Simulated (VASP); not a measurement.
# Au (Cmcm) in VASP: a series of runs

Aim: see how the results for Au move with the level of theory and the settings. Levels: PBEsol, LDA. Tasks: relaxation of cell and atoms, single point.

Everything below comes from runs of VASP 6.6.1. Logs are shortened: lines on timing, memory, paths and dates and some standing lists are left out, and cuts for length are marked.

### Step 1. The cell of the first run

It takes space group Cmcm (No. 63, orthorhombic). Conventional cell: a = 2.823 Å, b = 5.112 Å, c = 4.893 Å, α = 90.00°, β = 90.00°, γ = 90.00°. Au (site symmetry m2m) has 12 Au at 2.82 to 2.97 Å within 3.7 Å.

### Step 2. Relaxation of cell and atoms, PBEsol, target pressure 20 GPa, at which the enthalpy is minimised

INCAR reads:

```
SYSTEM = Au
PREC = Accurate ; ENCUT = 600
EDIFF = 1E-7 ; ISMEAR = -1
SIGMA = 0.05 ; LREAL = .False.
LASPH = .True. ; NELM = 80
ALGO = Normal ; ISIF = 3
LWAVE = .False. ; LCHARG = .False.
GGA = PS ; IBRION = 2
NSW = 80 ; EDIFFG = -0.01
PSTRESS = 200.0
```

KPOINTS reads:

```
regular mesh
0
Gamma
  11 11 6
  0 0 0
```

POSCAR reads:

```
Au
1.0
    1.4113099650     -2.5559330250      0.0000000000
    1.4113099650      2.5559330250      0.0000000000
    0.0000000000      0.0000000000      4.8931696100
Au
2
Direct
    0.3346720300      0.6653279700      0.2500000000
    0.6653279700      0.3346720300      0.7500000000
```

Potentials or basis: VASP PAW PBE potentials, release 64 (Au).

Run with:

```bash
$ cat potpaw_PBE.64/Au/POTCAR > POTCAR
$ mpirun -np 1 vasp_std > vasp.out
```

OUTCAR:

```text
SYSTEM = Au
   PREC = Accurate
   ENCUT = 600
   EDIFF = 1E-7
   ISMEAR = -1
   LREAL = .False.
   LASPH = .True.
   NELM = 80
   ISIF = 3
   GGA = PS
   IBRION = 2
   NSW = 80
   EDIFFG = -0.01
   PSTRESS = 200.0

 ion  position               nearest neighbor table
   1  0.335  0.665  0.250-   2 2.95   2 2.95   2 2.95   2 2.95   2 2.97   2 2.97
   2  0.665  0.335  0.750-   1 2.95   1 2.95   1 2.95   1 2.95   1 2.97   1 2.97

  LATTYP: Found a base centered orthorhombic cell.
 ALAT       =     2.8226199300
 B/A-ratio  =     1.8110359088
 C/A-ratio  =     1.7335559627

  Lattice vectors:

 A1 = (   1.4113099650,  -2.5559330250,   0.0000000000)
 A2 = (   1.4113099650,   2.5559330250,   0.0000000000)
 A3 = (   0.0000000000,   0.0000000000,   4.8931696100)

Analysis of symmetry for initial positions (statically):
=====================================================================
 Subroutine PRICEL returns:
 Original cell was already a primitive cell.

 Routine SETGRP: Setting up the symmetry group for a
 base centered orthorhombic supercell.

 Subroutine GETGRP returns: Found  8 space group operations
 (whereof  4 operations were pure point group operations)
 out of a pool of  8 trial point group operations.

The static configuration has the point symmetry C_2h.
 The point group associated with its full space group is D_2h.

Analysis of symmetry for dynamics (positions and initial velocities):
=====================================================================
 Subroutine PRICEL returns:
 Original cell was already a primitive cell.

 Routine SETGRP: Setting up the symmetry group for a
 base centered orthorhombic supercell.

 Subroutine GETGRP returns: Found  8 space group operations
 (whereof  4 operations were pure point group operations)
 out of a pool of  8 trial point group operations.

The dynamic configuration has the point symmetry C_2h.
 The point group associated with its full space group is D_2h.

 Subroutine INISYM returns: Found  8 space group operations
 (whereof  4 operations are pure point group operations),
 and found     1 'primitive' translations

----------------------------------------------------------------------------------------

                                     Primitive cell

  volume of cell :      35.3014

  direct lattice vectors                    reciprocal lattice vectors
     1.411309965 -2.555933025  0.000000000     0.354280783 -0.195623279  0.000000000
     1.411309965  2.555933025  0.000000000     0.354280783  0.195623279  0.000000000
     0.000000000  0.000000000  4.893169610     0.000000000  0.000000000  0.204366511

  length of vectors
     2.919689957  2.919689957  4.893169610     0.404701545  0.404701545  0.204366511

  position of ions in fractional coordinates (direct lattice)
     0.334672030  0.665327970  0.250000000
     0.665327970  0.334672030  0.750000000

  ion indices of the primitive-cell ions
   primitive index   ion index
                 1           1
                 2           2

----------------------------------------------------------------------------------------

 KPOINTS: regular mesh

Automatic generation of k-mesh.
 Grid dimensions read from file:
 generate k-points for:   11   11    6

 Generating k-lattice:

  Cartesian coordinates                     Fractional coordinates (reciprocal lattice)
     0.032207344 -0.017783934  0.000000000     0.090909091  0.000000000  0.000000000
     0.032207344  0.017783934  0.000000000     0.000000000  0.090909091  0.000000000
     0.000000000  0.000000000  0.034061085     0.000000000  0.000000000  0.166666667

  Length of vectors
     0.036791050  0.036791050  0.034061085

  Shift w.r.t. Gamma in fractional coordinates (k-lattice)
     0.000000000  0.000000000  0.000000000

 Subroutine IBZKPT returns following result:
 ===========================================

 Found    144 irreducible k-points:

 Following reciprocal coordinates:
            Coordinates               Weight
  0.000000  0.000000  0.000000      1.000000
  0.090909  0.000000  0.000000      4.000000
  0.181818 -0.000000  0.000000      4.000000
  0.272727  0.000000  0.000000      4.000000
  0.363636  0.000000  0.000000      4.000000
  0.454545 -0.000000  0.000000      4.000000
[... 16 lines left out ...]
 -0.272727  0.181818  0.000000      4.000000
 -0.181818  0.181818  0.000000      2.000000
 [... further k-points ...]
   k-points           NKPTS =    144   k-points in BZ     NKDIM =    144   number of bands    NBANDS=     15
   number of dos      NEDOS =    301   number of ions     NIONS =      2
   total plane-waves  NPLWV =  23040
   dimension x,y,z NGX =    24 NGY =   24 NGZ =   40
   dimension x,y,z NGXF=    48 NGYF=   48 NGZF=   80
   ions per type =               2
   NGX,Y,Z   is equivalent  to a cutoff of  13.67, 13.67, 13.59 a.u.
   NGXF,Y,Z  is equivalent  to a cutoff of  27.33, 27.33, 27.18 a.u.
 SYSTEM =  Au
   PREC   = accura    normal or accurate (medium, high low for compatibility)
   ISTART =      0    job   : 0-new  1-cont  2-samecut
   ICHARG =      2    charge: 1-file 2-atom 10-const
   ISPIN  =      1    spin polarized calculation?
   LNONCOLLINEAR =      F non collinear calculations
   LSORBIT =      F    spin-orbit coupling
   LASPH  =      T    aspherical Exc in radial PAW
   ENCUT  =  600.0 eV  44.10 Ry    6.64 a.u.   5.83  5.83  9.77*2*pi/ulx,y,z
   NELM   =     80;   NELMIN=  2; NELMDL= -5     # of ELM steps
   EDIFF  = 0.1E-06   stopping-criterion for ELM
   LREAL  =      F    real-space projection
   EDIFFG = -.1E-01   stopping-criterion for IOM
   NSW    =     80    number of steps for IOM
   IBRION =      2    ionic relax: 0-MD 1-quasi-New 2-CG
   NFREE  =      1    steps in history (QN), initial steepest desc. (CG)
   ISIF   =      3    stress and relaxation
   ISYM   =      2    0-nonsym 1-usesym 2-fastsym
   POTIM  = 0.5000    time-step for ionic-motion
   TEBEG  =    0.0;   TEEND  =   0.0 temperature during run
   PSTRESS=  200.0 pullay stress
   NELECT =      22.0000    total number of electrons
   NUPDOWN=      -1.0000    fix difference up-down
   EMIN   =  10.00;   EMAX   =-10.00  energy-range for DOS
   EFERMI =   0.00;   METHOD = LEGACY
   ISMEAR =    -1;   SIGMA  =   0.05  broadening in eV -4-tet -1-fermi 0-gaus
   EFERMI_NEDOS =   21; number of points for ismear=-14 and -15
   IALGO  =     38    algorithm
   IMIX   =      4    mixing-type and parameters
     AMIX     =   0.40;   BMIX     =  1.00
     AMIX_MAG =   1.60;   BMIX_MAG =  1.00
  volume/ion in A,a.u.               =      17.65       119.11
  Fermi-wavevector in a.u.,A,eV,Ry     =   1.398358  2.642513 26.604898  1.955405
  Thomas-Fermi vector in A             =   2.521524
   LORBIT       =      0    0 simple, 1 ext, 2 COOP (PROOUT), +10 PAW based schemes
   GGA     = PS    functional components
   LHFCALC =     F    Hartree Fock is set to
   AEXX    =    0.0000 exact exchange contribution
   IVDW    =     0    specifies the selected vdW correction
   LEPSILON=     F    determine dielectric tensor
   LRPA    =     F    only Hartree local field effects (RPA)
 conjugate gradient relaxation of ions
 non-spin polarized calculation
  energy-cutoff  :      600.00
  volume of cell :       35.30
 maximum number of plane-waves:      1195
   NGX = 11   NGY = 11   NGZ = 19

--------------------------------------- Ionic step        1  -------------------------------------------

 number of electron      21.9999997 magnetization

 Free energy of the ion-electron system (eV)
  ---------------------------------------------------
  ext. energy  EPLUGINS =         0.00000000
  ---------------------------------------------------
  free energy    TOTEN  =        -7.80583483 eV

  energy without entropy =       -7.79837656  energy(sigma->0) =       -7.80210569

 E-fermi :   8.6342     XC(G=0): -12.6755

 val. band max:        8.6231356687   @ k =  -0.4545   0.1818   0.5000
 cond. band min:       8.6389224630   @ k =   0.1818   0.1818   0.3333
 fundamental gap:      0.0157867943
 Fermi energy:         8.6341842714

 k-point     1 :       0.0000    0.0000    0.0000
  band No.  band energies     occupation
      1      -0.8534      2.00000
      2       1.5600      2.00000
      3       3.9595      2.00000
      4       4.0193      2.00000
      5       4.3519      2.00000
      6       4.5973      2.00000
      7       4.8504      2.00000
      8       5.2238      2.00000
      9       5.3974      2.00000
     10       6.5218      2.00000
     11       6.6011      2.00000
     12       7.5892      2.00000
     13      11.0724      0.00000
     14      23.2169      0.00000
     15      24.1861      0.00000
[... 397 lines left out ...]
 k-point    24 :      -0.1818    0.1818    0.0000
  band No.  band energies     occupation
      1       0.0657      2.00000
      2       2.1900      2.00000
      3       3.6360      2.00000
      4       4.0083      2.00000
      5       4.3393      2.00000
      6       4.7091      2.00000
      7       5.1071      2.00000
      8       5.1631      2.00000
      9       5.1707      2.00000
     10       5.3840      2.00000
     11       6.7106      2.00000
     12      10.3202      0.00000
     13      11.0940      0.00000
     14      20.1042      0.00000
     15      24.2740      0.00000

 [... further k-points ...]
[... 5 lines left out ...]
  --------------------------------------------------------------------------------------
  -------------------------------------------------------------------------------------
  Total       -0.6213118     -1.5179236     -1.4320166      0.0000000     -0.0000000      0.0000000
  in kB      -28.1986305    -68.8919297    -64.9929845      0.0000000     -0.0000000      0.0000000
  external PRESSURE =    -254.0278482 kB  Pullay stress =     200.0000000 kB
[... 93 lines left out ...]
  FREE ENERGIE OF THE ION-ELECTRON SYSTEM (eV)
  ---------------------------------------------------
  free  energy   TOTEN  =        -7.7093336891 eV

  energy  without entropy=       -7.7023964298  energy(sigma->0) =       -7.70586506

  enthalpy is  TOTEN    =        -3.7718532446 eV   P V=        3.9374804445

[... ionic steps 4 to 16 ...]

--------------------------------------- Ionic step       17  -------------------------------------------

 number of electron      22.0000000 magnetization

------------------------ aborting loop because EDIFF is reached ----------------------------------------

  FORCE on cell =-STRESS in cart. coord.  units (eV):
  Direction    XX          YY          ZZ          XY          YZ          ZX
  --------------------------------------------------------------------------------------
  -------------------------------------------------------------------------------------
  Total        3.8465222      3.8845583      3.8825869      0.0000000      0.0000000      0.0000000
  in kB      198.1132395    200.0722693    199.9707313      0.0000000      0.0000000      0.0000000
  external PRESSURE =      -0.6145867 kB  Pullay stress =     200.0000000 kB
[... 61 lines left out ...]
  enthalpy is  TOTEN    =        -3.7938595696 eV   P V=        3.8815567082

--------------------------------------- Ionic step       19  -------------------------------------------

 number of electron      22.0000000 magnetization

 Free energy of the ion-electron system (eV)
  ---------------------------------------------------
  ext. energy  EPLUGINS =         0.00000000
  ---------------------------------------------------
  free energy    TOTEN  =        -7.67559851 eV

  energy without entropy =       -7.67036108  energy(sigma->0) =       -7.67297979

 E-fermi :  10.8570     XC(G=0): -13.4345

 val. band max:       10.7752226338   @ k =  -0.0909   0.0909   0.0000
 cond. band min:      10.8913385560   @ k =   0.2727   0.1818   0.5000
 fundamental gap:      0.1161159221
 Fermi energy:        10.8569901582

 k-point     1 :       0.0000    0.0000    0.0000
  band No.  band energies     occupation
      1      -0.0496      2.00000
      2       2.6082      2.00000
      3       5.5512      2.00000
      4       5.7964      2.00000
      5       5.8040      2.00000
      6       6.1881      2.00000
      7       6.1988      2.00000
      8       6.9036      2.00000
      9       6.9102      2.00000
     10       8.5928      2.00000
     11       8.6031      2.00000
     12       9.3012      2.00000
     13      14.2135      0.00000
     14      25.2612      0.00000
     15      26.7938      0.00000
[... 397 lines left out ...]
 k-point    24 :      -0.1818    0.1818    0.0000
  band No.  band energies     occupation
      1       1.0183      2.00000
      2       3.3882      2.00000
      3       5.1118      2.00000
      4       5.7434      2.00000
      5       5.7783      2.00000
      6       6.4315      2.00000
      7       6.4878      2.00000
      8       6.5668      2.00000
      9       6.8576      2.00000
     10       6.9027      2.00000
     11       8.7637      2.00000
     12      12.7398      0.00000
     13      14.1922      0.00000
     14      23.7348      0.00000
     15      26.5961      0.00000

 [... further k-points ...]
[... 5 lines left out ...]
  --------------------------------------------------------------------------------------
  -------------------------------------------------------------------------------------
  Total        3.8709032      3.8990955      3.8991531      0.0000000      0.0000000      0.0000000
  in kB      199.4419934    200.8945565    200.8975267      0.0000000      0.0000000      0.0000000
  external PRESSURE =       0.4113588 kB  Pullay stress =     200.0000000 kB
[... 17 lines left out ...]
  FREE ENERGIE OF THE ION-ELECTRON SYSTEM (eV)
  ---------------------------------------------------
  free  energy   TOTEN  =        -7.6755985052 eV

  energy  without entropy=       -7.6703610753  energy(sigma->0) =       -7.67297979

  enthalpy is  TOTEN    =        -3.7938651632 eV   P V=        3.8817333420

 reached required accuracy - stopping structural energy minimisation
```

Run time: 4.1 min. Hardware: 1 thread of Intel Xeon 6975P-C (Granite Rapids), shared host; peak memory 0.25 GiB.

Results:

| Property | Result |
| --- | --- |
| Free energy | -7.6756 eV |
| Relaxed volume | 15.55 Å³/atom |
| Relaxed cell | a = 2.787 Å, b = 2.787 Å, c = 4.620 Å, α = 90.00°, β = 90.00°, γ = 119.97° |
| Space group after relaxing (to 0.05 Å) | P6_3/mmc (No. 194) |
| Energy change on relaxing (the enthalpy is what falls) | +65.1 meV/atom |
| Ionic steps | 19 |
| Pressure after relaxing | 20.0 GPa |
| Largest force after relaxing | 0.004 eV/Å |
| Band gap on the k mesh | zero (band 11 reaches 14.86 eV, above the bottom of band 12 at 8.06 eV) |

Forces on the atoms (eV/Å):
```
Au   0.000  0.004  0.000
Au   0.000 -0.004  0.000
```

Stress tensor (GPa, compression positive):
```
19.94  0.00  0.00
 0.00 20.09  0.00
 0.00  0.00 20.09
```

Step by step:
| step | energy change (eV) | largest force (eV/Å) | pressure (GPa) | volume (Å³) |
| --- | --- | --- | --- | --- |
| 1 | 0.0000 | 0.0202 | -5.40 | 35.30 |
| 2 | 4.8178 | 0.0790 | 213.00 | 22.84 |
| 3 | 0.0965 | 0.0518 | 16.72 | 31.54 |
| 4 | 0.1223 | 0.0528 | 18.74 | 31.31 |
| 5 | 0.1431 | 0.0534 | 20.28 | 31.13 |
| 6 | 0.1364 | 0.0031 | 20.48 | 31.05 |
| 7 | 0.1380 | 0.0135 | 20.59 | 31.04 |
| 8 | 0.1099 | 0.0144 | 18.53 | 31.27 |
| 9 | 0.1287 | 0.0138 | 19.92 | 31.11 |
| 10 | 0.1293 | 0.0146 | 19.97 | 31.10 |
| 11 | 0.1298 | 0.0153 | 20.01 | 31.10 |
| 12 | 0.1298 | 0.0152 | 20.01 | 31.10 |
| 13 | 0.1294 | 0.0140 | 19.99 | 31.10 |
| 14 | 0.1285 | 0.0102 | 19.91 | 31.11 |
| 15 | 0.1266 | 0.0032 | 19.78 | 31.13 |
| 16 | 0.1276 | 0.0069 | 19.84 | 31.12 |
| 17 | 0.1288 | 0.0059 | 19.94 | 31.11 |
| 18 | 0.1304 | 0.0044 | 20.06 | 31.09 |
| 19 | 0.1302 | 0.0036 | 20.04 | 31.10 |

Final structure:
```xyz
2
Lattice="1.3943 -2.4135 0.0000 1.3943 2.4135 0.0000 0.0000 0.0000 4.6202" Properties=species:S:1:pos:R:3 pbc="T T T"
Au    1.3943    0.8035    1.1551
Au    1.3943   -0.8035    3.4652
```

Levels at points of the mesh, in eV from the Fermi level:
```csv
k point,band 8,band 9,band 10,band 11,band 12,band 13,band 14,band 15
"(0.00, 0.00, 0.00)",-3.95,-3.95,-2.26,-2.25,-1.56,3.36,14.40,15.94
"(0.00, 0.00, 0.50)",-5.11,-2.80,-2.80,-2.80,-2.80,11.54,11.54,14.81
```

Caveat: the cell is relaxed towards a set pressure, so the enthalpy falls and the energy may rise; the PAW data sets were made with another functional, which shifts forces and pressure a little; spin-orbit coupling is left out, which moves the levels of the heavy elements.

### Step 3. Single point, LDA

INCAR reads:

```
PREC = Accurate
ENCUT = 520
EDIFF = 1E-7
ISMEAR = -1
SIGMA = 0.05
LREAL = F
LASPH = T
NELM = 100
ALGO = Normal
ISIF = 2
LWAVE = F
LCHARG = F
NBANDS = 18
```

KPOINTS reads:

```
regular mesh
0
Gamma
  11 11 6
```

POSCAR is that of step 2.

Potentials or basis: VASP PAW LDA potentials, release 64 (Au).

Run with:

```bash
$ cat potpaw_LDA.64/Au/POTCAR > POTCAR
$ mpirun -np 1 vasp_std > vasp.out
```

Run time: 31 s. Hardware: 1 thread of Intel Xeon Platinum 8375C at 2.90GHz (Ice Lake), shared host; peak memory 0.19 GiB.

It converged, with:

```
Free energy            : -8.8100 eV
Pressure               : -9.3 GPa
Largest force          : 0.015 eV/Å
Band gap on the k mesh : zero (band 11 reaches 12.35 eV, above the bottom of band 12 at 6.17 eV)
```

Forces in eV/Å, atoms in the order of the input:
```
Au   0.000 -0.015  0.000
Au   0.000  0.015  0.000
```

Stress tensor (GPa, compression positive):
```
 -6.92   0.00   0.00
  0.00 -10.70   0.00
  0.00   0.00 -10.13
```

Levels at points of the mesh, in eV from the Fermi level:
```tsv
k point	band 7	band 8	band 9	band 10	band 11	band 12	band 13	band 14	band 15	band 16
(0.00, 0.00, 0.00)	-3.81	-3.43	-3.26	-2.13	-2.05	-1.02	2.43	14.59	15.53	16.73
(0.00, 0.00, 0.50)	-4.12	-4.12	-2.60	-2.60	-2.44	-2.44	10.23	10.23	14.90	14.90
```

Caveat: spin-orbit coupling is left out, which moves the levels of the heavy elements.
